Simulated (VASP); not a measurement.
# Hf3N (P-3m1) in VASP: single point with PBEsol

Aim: the single point of Hf3N with PBEsol.

All numbers are computed with VASP 6.6.1; they aren't measurements. Logs are shortened: lines on timing, memory, paths and dates and some standing lists are left out, and cuts for length are marked.

## 1. The cell of the first run

The structure is trigonal, space group P-3m1 (No. 164). Conventional cell: a = 3.066 Å, b = 3.066 Å, c = 7.609 Å, α = 90.00°, β = 90.00°, γ = 120.00°. Within 4.0 Å of Hf (site symmetry -3m) lie 12 Hf at 3.05 to 3.07 Å and 2 N at 3.80 Å. Hf (site symmetry 3m) has 3 N at 2.21 Å within 2.9 Å. Within 2.9 Å of N (site symmetry -3m) lie 6 Hf at 2.21 Å.

## 2. Single point, PBEsol (Ta replaced by Hf, lengths x 1.015, strained)

Input file INCAR:

```
PREC = Accurate
ENCUT = 520
EDIFF = 1E-6
ISMEAR = 0
SIGMA = 0.1
LREAL = False
LASPH = True
NELM = 80
ALGO = Normal
ISIF = 2
LWAVE = False
LCHARG = False
GGA = PS
NBANDS = 26
```

Input file KPOINTS:

```
Automatic mesh
0
Gamma
  6 6 4
```

Input file POSCAR:

```
Hf3N
1.0
    3.0664776810      0.0000000000      0.0000000000
   -1.5332388406      2.6556475719      0.0000000000
    0.0000000000      0.0000000000      7.6091338475
Hf N
3 1
Direct
    0.0000000000      0.0000000000      0.5000000000
    0.3333333300      0.6666666700      0.1739300000
    0.6666666700      0.3333333300      0.8260700000
    0.0000000000      0.0000000000      0.0000000000
```

Potentials or basis: VASP PAW PBE potentials, release 64 (Hf_pv, N).

Launch:

```bash
> cat potpaw_PBE.64/Hf_pv/POTCAR potpaw_PBE.64/N/POTCAR > POTCAR
> mpirun -np 1 vasp_std > vasp.out
```

OUTCAR:

```text
PREC = Accurate
   ENCUT = 520
   EDIFF = 1E-6
   ISMEAR = 0
   LREAL = False
   LASPH = True
   NELM = 80
   ISIF = 2
   GGA = PS

 ion  position               nearest neighbor table
   1  0.000  0.000  0.500-   2 3.05   3 3.05   3 3.05   2 3.05   3 3.05   2 3.05
   2  0.333  0.667  0.174-   4 2.21   4 2.21   4 2.21   1 3.05   1 3.05   1 3.05   3 3.18   3 3.18
                             3 3.18
   3  0.667  0.333  0.826-   4 2.21   4 2.21   4 2.21   1 3.05   1 3.05   1 3.05   2 3.18   2 3.18
                             2 3.18
   4  0.000  0.000  0.000-   2 2.21   3 2.21   3 2.21   2 2.21   3 2.21   2 2.21

  LATTYP: Found a hexagonal cell.
 ALAT       =     3.0664776810
 C/A-ratio  =     2.4813922158

  Lattice vectors:

 A1 = (   3.0664776810,   0.0000000000,   0.0000000000)
 A2 = (  -1.5332388406,   2.6556475719,   0.0000000000)
 A3 = (   0.0000000000,   0.0000000000,   7.6091338475)

Analysis of symmetry for initial positions (statically):
=====================================================================
 Subroutine PRICEL returns:
 Original cell was already a primitive cell.

 Routine SETGRP: Setting up the symmetry group for a
 hexagonal supercell.

 Subroutine GETGRP returns: Found 12 space group operations
 (whereof 12 operations were pure point group operations)
 out of a pool of 24 trial point group operations.

The static configuration has the point symmetry D_3d.

Analysis of symmetry for dynamics (positions and initial velocities):
=====================================================================
 Subroutine PRICEL returns:
 Original cell was already a primitive cell.

 Routine SETGRP: Setting up the symmetry group for a
 hexagonal supercell.

 Subroutine GETGRP returns: Found 12 space group operations
 (whereof 12 operations were pure point group operations)
 out of a pool of 24 trial point group operations.

The dynamic configuration has the point symmetry D_3d.

 Subroutine INISYM returns: Found 12 space group operations
 (whereof 12 operations are pure point group operations),
 and found     1 'primitive' translations

----------------------------------------------------------------------------------------

                                     Primitive cell

  volume of cell :      61.9649

  direct lattice vectors                    reciprocal lattice vectors
     3.066477681  0.000000000  0.000000000     0.326107053  0.188277995  0.000000000
    -1.533238841  2.655647572  0.000000000     0.000000000  0.376555990  0.000000000
     0.000000000  0.000000000  7.609133847     0.000000000  0.000000000  0.131421003

  length of vectors
     3.066477681  3.066477681  7.609133847     0.376555990  0.376555990  0.131421003

  position of ions in fractional coordinates (direct lattice)
     0.000000000  0.000000000  0.500000000
     0.333333330  0.666666670  0.173930000
     0.666666670  0.333333330  0.826070000
     0.000000000  0.000000000  0.000000000

  ion indices of the primitive-cell ions
   primitive index   ion index
                 1           1
                 2           2
                 3           3
                 4           4

----------------------------------------------------------------------------------------

 KPOINTS: Automatic mesh

Automatic generation of k-mesh.
 Grid dimensions read from file:
 generate k-points for:    6    6    4

 Generating k-lattice:

  Cartesian coordinates                     Fractional coordinates (reciprocal lattice)
     0.054351176  0.031379666  0.000000000     0.166666667  0.000000000  0.000000000
     0.000000000  0.062759332  0.000000000     0.000000000  0.166666667  0.000000000
     0.000000000  0.000000000  0.032855251     0.000000000  0.000000000  0.250000000

  Length of vectors
     0.062759332  0.062759332  0.032855251

  Shift w.r.t. Gamma in fractional coordinates (k-lattice)
     0.000000000  0.000000000  0.000000000

 Subroutine IBZKPT returns following result:
 ===========================================

 Found     24 irreducible k-points:

 Following reciprocal coordinates:
            Coordinates               Weight
  0.000000  0.000000  0.000000      1.000000
  0.166667 -0.000000  0.000000      6.000000
  0.333333  0.000000  0.000000      6.000000
  0.500000  0.000000  0.000000      3.000000
  0.166667  0.166667  0.000000      6.000000
  0.333333  0.166667  0.000000     12.000000
[... 16 lines left out ...]
  0.333333  0.166667  0.500000     12.000000
  0.333333  0.333333  0.500000      2.000000
   k-points           NKPTS =     24   k-points in BZ     NKDIM =     24   number of bands    NBANDS=     26
   number of dos      NEDOS =    301   number of ions     NIONS =      4
   total plane-waves  NPLWV =  34560
   dimension x,y,z NGX =    24 NGY =   24 NGZ =   60
   dimension x,y,z NGXF=    48 NGYF=   48 NGZF=  120
   ions per type =               3   1
   NGX,Y,Z   is equivalent  to a cutoff of  13.01, 13.01, 13.11 a.u.
   NGXF,Y,Z  is equivalent  to a cutoff of  26.02, 26.02, 26.22 a.u.
 SYSTEM =  unknown system
   PREC   = accura    normal or accurate (medium, high low for compatibility)
   ISTART =      0    job   : 0-new  1-cont  2-samecut
   ICHARG =      2    charge: 1-file 2-atom 10-const
   ISPIN  =      1    spin polarized calculation?
   LNONCOLLINEAR =      F non collinear calculations
   LSORBIT =      F    spin-orbit coupling
   LASPH  =      T    aspherical Exc in radial PAW
   ENCUT  =  520.0 eV  38.22 Ry    6.18 a.u.   5.70  5.70 14.15*2*pi/ulx,y,z
   NELM   =     80;   NELMIN=  2; NELMDL= -5     # of ELM steps
   EDIFF  = 0.1E-05   stopping-criterion for ELM
   LREAL  =      F    real-space projection
   EDIFFG = 0.1E-04   stopping-criterion for IOM
   NSW    =      0    number of steps for IOM
   IBRION =     -1    ionic relax: 0-MD 1-quasi-New 2-CG
   NFREE  =      0    steps in history (QN), initial steepest desc. (CG)
   ISIF   =      2    stress and relaxation
   ISYM   =      2    0-nonsym 1-usesym 2-fastsym
   POTIM  = 0.5000    time-step for ionic-motion
   TEBEG  =    0.0;   TEEND  =   0.0 temperature during run
   PSTRESS=    0.0 pullay stress
   NELECT =      35.0000    total number of electrons
   NUPDOWN=      -1.0000    fix difference up-down
   EMIN   =  10.00;   EMAX   =-10.00  energy-range for DOS
   EFERMI =   0.00;   METHOD = LEGACY
   ISMEAR =     0;   SIGMA  =   0.10  broadening in eV -4-tet -1-fermi 0-gaus
   EFERMI_NEDOS =   21; number of points for ismear=-14 and -15
   IALGO  =     38    algorithm
   IMIX   =      4    mixing-type and parameters
     AMIX     =   0.40;   BMIX     =  1.00
     AMIX_MAG =   1.60;   BMIX_MAG =  1.00
  volume/ion in A,a.u.               =      15.49       104.54
  Fermi-wavevector in a.u.,A,eV,Ry     =   1.353263  2.557297 24.916648  1.831322
  Thomas-Fermi vector in A             =   2.480533
   LORBIT       =      0    0 simple, 1 ext, 2 COOP (PROOUT), +10 PAW based schemes
   GGA     = PS    functional components
   LHFCALC =     F    Hartree Fock is set to
   AEXX    =    0.0000 exact exchange contribution
   IVDW    =     0    specifies the selected vdW correction
   LEPSILON=     F    determine dielectric tensor
   LRPA    =     F    only Hartree local field effects (RPA)
 non-spin polarized calculation
 Gauss-broadening in eV      SIGMA  =   0.10
  energy-cutoff  :      520.00
  volume of cell :       61.96
 maximum number of plane-waves:      1688
 NGX is ok and might be reduce to    24
   NGX = 11   NGY = 11   NGZ = 29

 number of electron      35.0000005 magnetization

 Free energy of the ion-electron system (eV)
  ---------------------------------------------------
  ext. energy  EPLUGINS =         0.00000000
  ---------------------------------------------------
  free energy    TOTEN  =       -43.71156965 eV

  energy without entropy =      -43.70000980  energy(sigma->0) =      -43.70578972

 E-fermi :   6.2643     XC(G=0): -12.3584

 val. band max:        6.2206513383   @ k =   0.1667  -0.0000   0.5000
 cond. band min:       6.2723813188   @ k =   0.0000   0.0000   0.5000
 fundamental gap:      0.0517299805
 Fermi energy:         6.2642783911

 k-point     1 :       0.0000    0.0000    0.0000
  band No.  band energies     occupation
      1     -24.5537      2.00000
      2     -24.3019      2.00000
      3     -23.6872      2.00000
      4     -23.6872      2.00000
      5     -23.6567      2.00000
      6     -23.6567      2.00000
[... 18 lines left out ...]
     25      10.2254      0.00000
     26      10.4315      0.00000

 k-point     2 :       0.1667   -0.0000    0.0000
  band No.  band energies     occupation
      1     -24.5065      2.00000
      2     -24.2692      2.00000
      3     -23.9231      2.00000
      4     -23.8750      2.00000
      5     -23.7640      2.00000
      6     -23.6916      2.00000
[... 18 lines left out ...]
     25      10.2785      0.00000
     26      10.8397      0.00000

 k-point     3 :       0.3333    0.0000    0.0000
  band No.  band energies     occupation
      1     -24.5500      2.00000
      2     -24.4726      2.00000
      3     -24.2442      2.00000
      4     -24.0221      2.00000
      5     -23.8959      2.00000
      6     -23.8049      2.00000
[... 18 lines left out ...]
     25      11.7008      0.00000
     26      11.7550      0.00000

 k-point     4 :       0.5000    0.0000    0.0000
  band No.  band energies     occupation
      1     -24.7245      2.00000
      2     -24.6489      2.00000
      3     -24.3487      2.00000
      4     -23.9579      2.00000
      5     -23.9448      2.00000
      6     -23.8819      2.00000
[... 18 lines left out ...]
     25      12.6382      0.00000
     26      13.2649      0.00000
[... 496 lines left out ...]
      1     -24.4790      2.00000
      2     -24.2935      2.00000
      3     -24.2451      2.00000
      4     -24.0481      2.00000
      5     -23.8763      2.00000
      6     -23.8150      2.00000
[... 18 lines left out ...]
     25      11.2569      0.00000
     26      11.4704      0.00000

 k-point    23 :       0.3333    0.1667    0.5000
  band No.  band energies     occupation
      1     -24.6494      2.00000
      2     -24.4866      2.00000
      3     -24.2442      2.00000
      4     -24.1545      2.00000
      5     -24.0245      2.00000
      6     -23.9460      2.00000
[... 18 lines left out ...]
     25      12.2458      0.00000
     26      13.4949      0.00000

 k-point    24 :       0.3333    0.3333    0.5000
  band No.  band energies     occupation
      1     -24.5431      2.00000
      2     -24.3966      2.00000
      3     -24.3966      2.00000
      4     -24.2692      2.00000
      5     -24.0333      2.00000
      6     -24.0333      2.00000
[... 18 lines left out ...]
     25      12.5785      0.00000
     26      12.5822      0.00000

------------------------ aborting loop because EDIFF is reached ----------------------------------------

  FORCE on cell =-STRESS in cart. coord.  units (eV):
  Direction    XX          YY          ZZ          XY          YZ          ZX
  --------------------------------------------------------------------------------------
  -------------------------------------------------------------------------------------
  Total        4.9463127      4.9463127      3.8994058     -0.0000000      0.0000000      0.0000000
  in kB      127.8929713    127.8929713    100.8239114     -0.0000000      0.0000000      0.0000000
  external PRESSURE =     118.8699513 kB  Pullay stress =       0.0000000 kB

 VOLUME and BASIS-vectors are now :
 -----------------------------------------------------------------------------
  energy-cutoff  :      520.00
  volume of cell :       61.96
      direct lattice vectors                 reciprocal lattice vectors
     3.066477681  0.000000000  0.000000000     0.326107053  0.188277995  0.000000000
    -1.533238841  2.655647572  0.000000000     0.000000000  0.376555990  0.000000000
     0.000000000  0.000000000  7.609133847     0.000000000  0.000000000  0.131421003

 POSITION                                       TOTAL-FORCE (eV/Angst)
 -----------------------------------------------------------------------------------
      0.00000      0.00000      3.80457        -0.000000      0.000000      0.000000
     -0.00000      1.77043      1.32346        -0.000000      0.000000     -1.182378
      1.53324      0.88522      6.28568         0.000000     -0.000000      1.182378
      0.00000      0.00000      0.00000        -0.000000      0.000000      0.000000
 -----------------------------------------------------------------------------------
    total drift:                                0.000000      0.000000      0.000000

  FREE ENERGIE OF THE ION-ELECTRON SYSTEM (eV)
  ---------------------------------------------------
  free  energy   TOTEN  =       -43.7115696451 eV

  energy  without entropy=      -43.7000097959  energy(sigma->0) =      -43.70578972
```

Wall time 22 s (1 thread of AMD EPYC 9R45 (Zen 5), shared host); peak memory 0.16 GiB.

What came out:

```yaml
Free_energy: -43.7116 eV
Pressure: 11.9 GPa
Largest_force: 1.182 eV/Å
Band_gap_on_the_k_mesh: zero (an odd number of electrons rules out a gap without spin polarisation)
```

Forces on the atoms (eV/Å):
```
Hf   0.000  0.000  0.000
Hf   0.000  0.000 -1.182
Hf   0.000  0.000  1.182
N    0.000  0.000  0.000
```

Stress tensor (GPa, compression positive):
```
12.79  0.00  0.00
 0.00 12.79  0.00
 0.00  0.00 10.08
```

Caveat: the k points lie up to 0.39 Å⁻¹ apart, too coarse for converged energies and pressures of a metal; the cell differs from its parent crystal (Ta replaced by Hf, lengths x 1.015, strained); the PAW data sets were made with another functional, which shifts forces and pressure a little; spin-orbit coupling is left out, which moves the levels of the heavy elements.
